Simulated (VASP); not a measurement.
# SrLaTlCuO5: single point with LDA

The system is SrLaTlCuO5.

```
Sr La Tl Cu O
1.0
     3.80964    0.00000    0.00000
     0.00000    3.80964    0.00000
     0.00000    0.00000    8.93399
Sr La Tl Cu O
1 1 1 1 5
Direct
  0.50000 0.50000 0.78604
  0.50000 0.50000 0.19652
  0.00000 0.00000 0.49615
  0.00000 0.00000 0.99443
  0.00000 0.00000 0.72875
  0.00000 0.00000 0.26206
  0.00000 0.50000 0.01014
  0.50000 0.00000 0.01014
  0.50000 0.50000 0.47578
```

```
Program             : VASP 6.6.1
Task                : single point
Functional          : LDA
Potentials or basis : VASP PAW LDA potentials, release 64 (Sr_sv, La, Tl_d, Cu, O)
Cutoff              : 520 eV
k mesh              : 6 × 6 × 3
Occupations         : methfessel-paxton, width 0.1 eV
Spin                : no spin polarisation
```

The pressure is -9.2 GPa. The largest force is 0.028 eV/Å. The band gap on the k mesh is zero (an odd number of electrons rules out a gap without spin polarisation).

Forces in eV/Å, atoms in the order of the input:
```
Sr   0.000  0.000  0.008
La   0.000  0.000 -0.028
Tl   0.000  0.000 -0.004
Cu   0.000  0.000 -0.010
O    0.000  0.000  0.019
O    0.000  0.000 -0.028
O    0.000  0.000  0.022
O    0.000  0.000  0.022
O    0.000  0.000  0.000
```

Levels at points of the mesh, in eV from the Fermi level:
```tsv
k point	band 36	band 37	band 38	band 39	band 40	band 41
(0.00, 0.00, 0.00)	-1.86	-1.86	-1.84	0.25	2.05	3.09
(0.50, 0.00, 0.00)	-1.33	-1.20	-0.38	2.19	2.43	2.95
(0.50, 0.50, 0.00)	-1.21	-1.21	1.52	1.90	3.06	3.06
```

Wall time 2.1 min on 1 thread of Intel(R) Xeon(R) 6975P-C (Granite Rapids) (shared host), peak memory 0.29 GiB.

Caveat: the cell stands under tension; spin-orbit coupling is left out, which moves the levels of the heavy elements; an odd number of electrons without spin polarisation forces a metal; a magnetic or distorted state may lie lower; semilocal functionals often make such compounds metallic where correlation or magnetic order opens a gap, which also shifts bond lengths. With open d or f shells a metallic result of LDA can be an artefact of self-interaction; +U or a hybrid may open a gap.
